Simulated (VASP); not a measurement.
# Pd (I4/mmm) in VASP: a series of runs

Pd is run at these levels: PBE; tasks: single point.

All numbers are computed with VASP 6.6.1; they aren't measurements. Logs are shortened: lines on timing, memory, paths and dates and some standing lists are left out, and cuts for length are marked.

### 1 The cell of the first run

It takes space group I4/mmm (No. 139, tetragonal). Conventional cell: a = 2.751 Å, b = 2.751 Å, c = 3.793 Å, α = 90.00°, β = 90.00°, γ = 90.00°. Pd (site symmetry 4/mmm) has 12 Pd at 2.72 to 2.75 Å within 3.6 Å.

### 2 Single point, PBE (strain +0.000 along x and y, -0.025 along z)

Input file INCAR:

```
SYSTEM = Pd
PREC = Accurate
ENCUT = 520
EDIFF = 1E-7
ISMEAR = 0
SIGMA = 0.15
LREAL = .FALSE.
LASPH = .TRUE.
NELM = 60
ALGO = Fast
ISIF = 2
LWAVE = .FALSE.
LCHARG = .FALSE.
GGA = PE
NBANDS = 11
```

Input file KPOINTS:

```
regular mesh
0
G
  20 20 20
  0 0 0
```

Input file POSCAR:

```
Pd
1.0
    0.0000000000      1.9449000000      1.8962775000
    1.9449000000      0.0000000000      1.8962775000
    1.9449000000      1.9449000000      0.0000000000
Pd
1
Direct
    0.0000000000      0.0000000000      0.0000000000
```

Potentials or basis: VASP PAW PBE potentials, release 64 (Pd).

The run is started by

```sh
$ cat potpaw_PBE.64/Pd/POTCAR > POTCAR
$ mpirun -np 1 vasp_std > vasp.out
```

OUTCAR:

```text
SYSTEM = Pd
   PREC = Accurate
   ENCUT = 520
   EDIFF = 1E-7
   ISMEAR = 0
   LREAL = .FALSE.
   LASPH = .TRUE.
   NELM = 60
   ISIF = 2
   GGA = PE

 ion  position               nearest neighbor table
   1  0.000  0.000  0.000-

  LATTYP: Found a body centered tetragonal cell.
 ALAT       =     2.7505039575
 C/A-ratio  =     1.3788582233

  Lattice vectors:

 A1 = (   0.0000000000,  -1.9449000000,  -1.8962775000)
 A2 = (   0.0000000000,   1.9449000000,  -1.8962775000)
 A3 = (   1.9449000000,   0.0000000000,   1.8962775000)

Analysis of symmetry for initial positions (statically):
=====================================================================
 Subroutine PRICEL returns:
 Original cell was already a primitive cell.

 Routine SETGRP: Setting up the symmetry group for a
 body centered tetragonal supercell.

 Subroutine GETGRP returns: Found 16 space group operations
 (whereof 16 operations were pure point group operations)
 out of a pool of 16 trial point group operations.

The static configuration has the point symmetry D_4h.

Analysis of symmetry for dynamics (positions and initial velocities):
=====================================================================
 Subroutine PRICEL returns:
 Original cell was already a primitive cell.

 Routine SETGRP: Setting up the symmetry group for a
 body centered tetragonal supercell.

 Subroutine GETGRP returns: Found 16 space group operations
 (whereof 16 operations were pure point group operations)
 out of a pool of 16 trial point group operations.

The dynamic configuration has the point symmetry D_4h.

 Subroutine INISYM returns: Found 16 space group operations
 (whereof 16 operations are pure point group operations),
 and found     1 'primitive' translations

----------------------------------------------------------------------------------------

                                     Primitive cell

  volume of cell :      14.3459

  direct lattice vectors                    reciprocal lattice vectors
     0.000000000  1.944900000  1.896277500    -0.257082626  0.257082626  0.263674489
     1.944900000  0.000000000  1.896277500     0.257082626 -0.257082626  0.263674489
     1.944900000  1.944900000  0.000000000     0.257082626  0.257082626 -0.263674489

  length of vectors
     2.716340252  2.716340252  2.750503957     0.449118236  0.449118236  0.449118236

  position of ions in fractional coordinates (direct lattice)
     0.000000000  0.000000000  0.000000000

  ion indices of the primitive-cell ions
   primitive index   ion index
                 1           1

----------------------------------------------------------------------------------------

 KPOINTS: regular mesh

Automatic generation of k-mesh.
 Grid dimensions read from file:
 generate k-points for:   20   20   20

 Generating k-lattice:

  Cartesian coordinates                     Fractional coordinates (reciprocal lattice)
    -0.012854131  0.012854131  0.013183724     0.050000000  0.000000000  0.000000000
     0.012854131 -0.012854131  0.013183724     0.000000000  0.050000000  0.000000000
     0.012854131  0.012854131 -0.013183724     0.000000000  0.000000000  0.050000000

  Length of vectors
     0.022455912  0.022455912  0.022455912

  Shift w.r.t. Gamma in fractional coordinates (k-lattice)
     0.000000000  0.000000000  0.000000000

 Subroutine IBZKPT returns following result:
 ===========================================

 Found    641 irreducible k-points:

 Following reciprocal coordinates:
            Coordinates               Weight
  0.000000  0.000000  0.000000      1.000000
  0.050000  0.000000  0.000000      8.000000
  0.100000  0.000000  0.000000      8.000000
  0.150000  0.000000  0.000000      8.000000
  0.200000  0.000000  0.000000      8.000000
  0.250000  0.000000  0.000000      8.000000
[... 16 lines left out ...]
 -0.400000  0.050000  0.000000      8.000000
 -0.350000  0.050000  0.000000      8.000000
 [... further k-points ...]
   k-points           NKPTS =    641   k-points in BZ     NKDIM =    641   number of bands    NBANDS=     11
   number of dos      NEDOS =    301   number of ions     NIONS =      1
   total plane-waves  NPLWV =   8000
   dimension x,y,z NGX =    20 NGY =   20 NGZ =   20
   dimension x,y,z NGXF=    40 NGYF=   40 NGZF=   40
   ions per type =               1
   NGX,Y,Z   is equivalent  to a cutoff of  12.24, 12.24, 12.09 a.u.
   NGXF,Y,Z  is equivalent  to a cutoff of  24.48, 24.48, 24.18 a.u.
 SYSTEM =  Pd
   PREC   = accura    normal or accurate (medium, high low for compatibility)
   ISTART =      0    job   : 0-new  1-cont  2-samecut
   ICHARG =      2    charge: 1-file 2-atom 10-const
   ISPIN  =      1    spin polarized calculation?
   LNONCOLLINEAR =      F non collinear calculations
   LSORBIT =      F    spin-orbit coupling
   LASPH  =      T    aspherical Exc in radial PAW
   ENCUT  =  520.0 eV  38.22 Ry    6.18 a.u.   5.05  5.05  5.11*2*pi/ulx,y,z
   NELM   =     60;   NELMIN=  2; NELMDL= -5     # of ELM steps
   EDIFF  = 0.1E-06   stopping-criterion for ELM
   LREAL  =      F    real-space projection
   EDIFFG = 0.1E-05   stopping-criterion for IOM
   NSW    =      0    number of steps for IOM
   IBRION =     -1    ionic relax: 0-MD 1-quasi-New 2-CG
   NFREE  =      0    steps in history (QN), initial steepest desc. (CG)
   ISIF   =      2    stress and relaxation
   ISYM   =      2    0-nonsym 1-usesym 2-fastsym
   POTIM  = 0.5000    time-step for ionic-motion
   TEBEG  =    0.0;   TEEND  =   0.0 temperature during run
   PSTRESS=    0.0 pullay stress
   NELECT =      10.0000    total number of electrons
   NUPDOWN=      -1.0000    fix difference up-down
   EMIN   =  10.00;   EMAX   =-10.00  energy-range for DOS
   EFERMI =   0.00;   METHOD = LEGACY
   ISMEAR =     0;   SIGMA  =   0.15  broadening in eV -4-tet -1-fermi 0-gaus
   EFERMI_NEDOS =   21; number of points for ismear=-14 and -15
   IALGO  =     68    algorithm
   IMIX   =      4    mixing-type and parameters
     AMIX     =   0.40;   BMIX     =  1.00
     AMIX_MAG =   1.60;   BMIX_MAG =  1.00
  volume/ion in A,a.u.               =      14.35        96.81
  Fermi-wavevector in a.u.,A,eV,Ry     =   1.451552  2.743036 28.667530  2.107004
  Thomas-Fermi vector in A             =   2.569036
   LORBIT       =      0    0 simple, 1 ext, 2 COOP (PROOUT), +10 PAW based schemes
   GGA     = PE    functional components
   LHFCALC =     F    Hartree Fock is set to
   AEXX    =    0.0000 exact exchange contribution
   IVDW    =     0    specifies the selected vdW correction
   LEPSILON=     F    determine dielectric tensor
   LRPA    =     F    only Hartree local field effects (RPA)
 non-spin polarized calculation
 RMM-DIIS sequential band-by-band and
 Gauss-broadening in eV      SIGMA  =   0.15
  energy-cutoff  :      520.00
  volume of cell :       14.35
 maximum number of plane-waves:       398
   NGX = 11   NGY = 11   NGZ = 11

 number of electron      10.0000003 magnetization

 Free energy of the ion-electron system (eV)
  ---------------------------------------------------
  ext. energy  EPLUGINS =         0.00000000
  ---------------------------------------------------
  free energy    TOTEN  =        -5.19197212 eV

  energy without entropy =       -5.16584801  energy(sigma->0) =       -5.17891007

 E-fermi :  10.2523     XC(G=0): -13.3606

 val. band max:       10.2513200604   @ k =  -0.4500   0.2500   0.0500
 cond. band min:      10.2549067326   @ k =  -0.4000  -0.0000   0.4000
 fundamental gap:      0.0035866722
 Fermi energy:        10.2523031037

 k-point     1 :       0.0000    0.0000    0.0000
  band No.  band energies     occupation
      1       2.9031      2.00000
      2       7.2091      2.00000
      3       7.2091      2.00000
      4       7.4505      2.00000
      5       8.8420      2.00000
      6       9.0940      2.00000
      7      27.4741      0.00000
      8      32.1860      0.00000
      9      32.1860      0.00000
     10      32.8373      0.00000
     11      37.6269      0.00000

 k-point     2 :       0.0500    0.0000    0.0000
  band No.  band energies     occupation
      1       2.9967      2.00000
      2       7.1961      2.00000
      3       7.2425      2.00000
      4       7.4620      2.00000
      5       8.8282      2.00000
      6       9.0747      2.00000
      7      27.5801      0.00000
      8      31.7021      0.00000
      9      32.2988      0.00000
     10      32.7971      0.00000
     11      38.1406      0.00000

 k-point     3 :       0.1000    0.0000    0.0000
  band No.  band energies     occupation
      1       3.2689      2.00000
      2       7.1371      2.00000
      3       7.3312      2.00000
      4       7.5212      2.00000
      5       8.7998      2.00000
      6       9.0280      2.00000
      7      27.8445      0.00000
      8      30.4088      0.00000
      9      32.6246      0.00000
     10      33.0597      0.00000
     11      38.3470      0.00000

 k-point     4 :       0.1500    0.0000    0.0000
  band No.  band energies     occupation
      1       3.6891      2.00000
      2       7.0530      2.00000
      3       7.4375      2.00000
      4       7.6209      2.00000
      5       8.7972      2.00000
      6       8.9892      2.00000
      7      27.9476      0.00000
      8      29.0627      0.00000
      9      33.1225      0.00000
     10      33.5321      0.00000
     11      37.2545      0.00000

 k-point     5 :       0.2000    0.0000    0.0000
  band No.  band energies     occupation
      1       4.1845      2.00000
      2       7.0399      2.00000
      3       7.5012      2.00000
      4       7.6994      2.00000
      5       8.8822      2.00000
      6       9.0170      2.00000
      7      26.7706      0.00000
      8      28.7445      0.00000
      9      33.7032      0.00000
     10      34.0749      0.00000
     11      36.4516      0.00000
[... 211 lines left out ...]
 k-point    21 :       0.5000    0.0500    0.0000
  band No.  band energies     occupation
      1       4.8063      2.00000
      2       7.1788      2.00000
      3       7.2985      2.00000
      4       9.6700      2.00000
      5      10.2903      0.72051
      6      11.7275      0.00000
      7      17.8619      0.00000
      8      26.9106      0.00000
      9      31.1330      0.00000
     10      31.5905      0.00000
     11      37.9111      0.00000

 k-point    22 :      -0.4500    0.0500    0.0000
  band No.  band energies     occupation
      1       4.8145      2.00000
      2       7.1801      2.00000
      3       7.3102      2.00000
      4       9.6832      2.00000
      5      10.1962      1.40294
      6      11.5888      0.00000
      7      18.0790      0.00000
      8      26.9477      0.00000
      9      31.3871      0.00000
     10      31.4591      0.00000
     11      37.9055      0.00000

 k-point    23 :      -0.4000    0.0500    0.0000
  band No.  band energies     occupation
      1       4.8581      2.00000
      2       7.2249      2.00000
      3       7.3669      2.00000
      4       9.3999      2.00000
      5       9.9721      1.99176
      6      10.9316      0.00000
      7      19.2302      0.00000
      8      27.1680      0.00000
      9      31.4994      0.00000
     10      32.1533      0.00000
     11      37.6738      0.00000

 k-point    24 :      -0.3500    0.0500    0.0000
  band No.  band energies     occupation
      1       4.9134      2.00000
      2       7.3074      2.00000
      3       7.4587      2.00000
      4       8.7510      2.00000
      5       9.6552      2.00000
      6      10.3133      0.56553
      7      20.8524      0.00000
      8      27.5500      0.00000
      9      31.8694      0.00000
     10      33.1834      0.00000
     11      37.1948      0.00000

 [... further k-points ...]

------------------------ aborting loop because EDIFF is reached ----------------------------------------

  FORCE on cell =-STRESS in cart. coord.  units (eV):
  Direction    XX          YY          ZZ          XY          YZ          ZX
  --------------------------------------------------------------------------------------
  -------------------------------------------------------------------------------------
  Total        1.1206301      1.1206301      1.2476988      0.0000000     -0.0000000     -0.0000000
  in kB      125.1544842    125.1544842    139.3458077      0.0000000     -0.0000000     -0.0000000
  external PRESSURE =     129.8849254 kB  Pullay stress =       0.0000000 kB

 VOLUME and BASIS-vectors are now :
 -----------------------------------------------------------------------------
  energy-cutoff  :      520.00
  volume of cell :       14.35
      direct lattice vectors                 reciprocal lattice vectors
     0.000000000  1.944900000  1.896277500    -0.257082626  0.257082626  0.263674489
     1.944900000  0.000000000  1.896277500     0.257082626 -0.257082626  0.263674489
     1.944900000  1.944900000  0.000000000     0.257082626  0.257082626 -0.263674489

 POSITION                                       TOTAL-FORCE (eV/Angst)
 -----------------------------------------------------------------------------------
      0.00000      0.00000      0.00000         0.000000      0.000000      0.000000
 -----------------------------------------------------------------------------------
    total drift:                                0.000000      0.000000      0.000000

  FREE ENERGIE OF THE ION-ELECTRON SYSTEM (eV)
  ---------------------------------------------------
  free  energy   TOTEN  =        -5.1919721243 eV

  energy  without entropy=       -5.1658480137  energy(sigma->0) =       -5.17891007
```

Run time: 2 min. Hardware: 1 thread of Intel Xeon 8259CL, shared host; peak memory 0.21 GiB.

Results:

* Free energy: -5.1920 eV
* Pressure: 13.0 GPa
* Band gap on the k mesh: zero (bands 5 and 6 overlap by 1.72 eV)

Stress tensor (GPa, compression positive):
```
12.52  0.00  0.00
 0.00 12.52  0.00
 0.00  0.00 13.93
```

Levels at points of the mesh, in eV from the Fermi level:
```tsv
k point	band 1	band 2	band 3	band 4	band 5	band 6	band 7	band 8	band 9	band 10
(0.00, 0.00, 0.00)	-7.35	-3.04	-3.04	-2.80	-1.41	-1.16	17.22	21.93	21.93	22.58
(0.50, 0.00, 0.00)	-5.51	-3.13	-2.90	-0.08	0.03	0.96	7.56	16.56	21.13	21.68
(0.50, 0.50, 0.00)	-5.63	-5.33	-0.05	0.32	0.32	3.70	11.54	13.05	13.05	21.72
(0.50, 0.00, 0.50)	-5.63	-5.33	-0.05	0.22	0.39	3.19	10.84	13.45	13.63	22.15
```

Caveat: the cell differs from its parent crystal (strain +0.000 along x and y, -0.025 along z); the cell stands under pressure.

### 3 Single point, PBE (strain -0.025 along x and y, +0.050 along z)

Input file INCAR:

```
SYSTEM = Pd
PREC = Accurate ; ENCUT = 520
EDIFF = 1E-6 ; ISMEAR = 0
SIGMA = 0.15 ; LREAL = .FALSE.
LASPH = .TRUE. ; NELM = 60
ALGO = Normal ; ISIF = 2
LWAVE = .FALSE. ; LCHARG = .FALSE.
GGA = PE ; NBANDS = 11
```

KPOINTS is that of step 2.

Input file POSCAR:

```
Pd
1.0
    0.0000000000      1.8962775000      2.0421450000
    1.8962775000      0.0000000000      2.0421450000
    1.8962775000      1.8962775000      0.0000000000
Pd
1
Direct
    0.0000000000      0.0000000000      0.0000000000
```

Potentials or basis: VASP PAW PBE potentials, release 64 (Pd).

The run is started by

```sh
$ cat potpaw_PBE.64/Pd/POTCAR > POTCAR
$ mpirun -np 1 vasp_std > vasp.out
```

OUTCAR:

```text
SYSTEM = Pd
   PREC = Accurate
   ENCUT = 520
   EDIFF = 1E-6
   ISMEAR = 0
   LREAL = .FALSE.
   LASPH = .TRUE.
   NELM = 60
   ISIF = 2
   GGA = PE

 ion  position               nearest neighbor table
   1  0.000  0.000  0.000-

  LATTYP: Found a body centered tetragonal cell.
 ALAT       =     2.6817413585
 C/A-ratio  =     1.5229992210

  Lattice vectors:

 A1 = (  -1.8962775000,   0.0000000000,   2.0421450000)
 A2 = (   1.8962775000,   0.0000000000,   2.0421450000)
 A3 = (   0.0000000000,   1.8962775000,  -2.0421450000)
[... 516 lines left out ...]

 [... further k-points ...]

------------------------ aborting loop because EDIFF is reached ----------------------------------------

  FORCE on cell =-STRESS in cart. coord.  units (eV):
  Direction    XX          YY          ZZ          XY          YZ          ZX
  --------------------------------------------------------------------------------------
  -------------------------------------------------------------------------------------
  Total        0.9127347      0.9127347      0.4154395      0.0000000      0.0000000     -0.0000000
  in kB       99.5714446     99.5714446     45.3208511      0.0000000      0.0000000     -0.0000000
  external PRESSURE =      81.4879135 kB  Pullay stress =       0.0000000 kB

 VOLUME and BASIS-vectors are now :
 -----------------------------------------------------------------------------
  energy-cutoff  :      520.00
  volume of cell :       14.69
      direct lattice vectors                 reciprocal lattice vectors
     0.000000000  1.896277500  2.042145000    -0.263674489  0.263674489  0.244840597
     1.896277500  0.000000000  2.042145000     0.263674489 -0.263674489  0.244840597
     1.896277500  1.896277500  0.000000000     0.263674489  0.263674489 -0.244840597

 POSITION                                       TOTAL-FORCE (eV/Angst)
 -----------------------------------------------------------------------------------
      0.00000      0.00000      0.00000         0.000000      0.000000      0.000000
 -----------------------------------------------------------------------------------
    total drift:                                0.000000      0.000000     -0.000000

  FREE ENERGIE OF THE ION-ELECTRON SYSTEM (eV)
  ---------------------------------------------------
  free  energy   TOTEN  =        -5.2035970847 eV

  energy  without entropy=       -5.1772965130  energy(sigma->0) =       -5.19044680
```

OSZICAR:

```text
N       E                     dE             d eps       ncg     rms          rms(c)
DAV:   1     0.430202497382E+02    0.43020E+02   -0.51715E+03 14177   0.854E+02
DAV:   2    -0.490927151241E+01   -0.47930E+02   -0.46303E+02 15808   0.184E+02
DAV:   3    -0.548162628554E+01   -0.57235E+00   -0.57007E+00 17012   0.215E+01
DAV:   4    -0.548415892757E+01   -0.25326E-02   -0.25323E-02 17037   0.150E+00
DAV:   5    -0.548418619951E+01   -0.27272E-04   -0.27273E-04 18465   0.139E-01    0.787E+00
DAV:   6    -0.521807574399E+01    0.26611E+00   -0.10646E+00 17366   0.844E+00    0.388E+00
DAV:   7    -0.520735483344E+01    0.10721E-01   -0.20421E-02 18487   0.984E-01    0.200E+00
DAV:   8    -0.520361006839E+01    0.37448E-02   -0.13373E-03 17566   0.313E-01    0.776E-02
DAV:   9    -0.520359402312E+01    0.16045E-04   -0.12649E-04 17908   0.958E-02    0.315E-02
DAV:  10    -0.520359813925E+01   -0.41161E-05   -0.14289E-05 17455   0.336E-02    0.110E-02
DAV:  11    -0.520359683996E+01    0.12993E-05   -0.40440E-07 12037   0.661E-03    0.298E-03
DAV:  12    -0.520359708467E+01   -0.24471E-06   -0.17104E-08 11362   0.110E-03
   1 F= -.52035971E+01 E0= -.51904468E+01  d E =-.263006E-01
```

stdout:

```text
POSCAR found type information on POSCAR Pd
 POSCAR found :  1 types and       1 ions
 scaLAPACK will be used
 LDA part: xc-table for (Slater+PW92), standard interpolation
 POSCAR, INCAR and KPOINTS ok, starting setup
 FFT: planning ... GRIDC
 FFT: planning ... GRID_SOFT
 FFT: planning ... GRID
 WAVECAR not read
 entering main loop
```

Wall time 2 min (1 thread of Intel Xeon 8259CL, shared host); peak memory 0.22 GiB.

What came out:

```
Free energy            : -5.2036 eV
Pressure               : 8.1 GPa
Band gap on the k mesh : zero (bands 5 and 6 overlap by 1.84 eV)
```

Caveat: the cell differs from its parent crystal (strain -0.025 along x and y, +0.050 along z); the cell stands under pressure.

(Continued in part 2 of 2.)
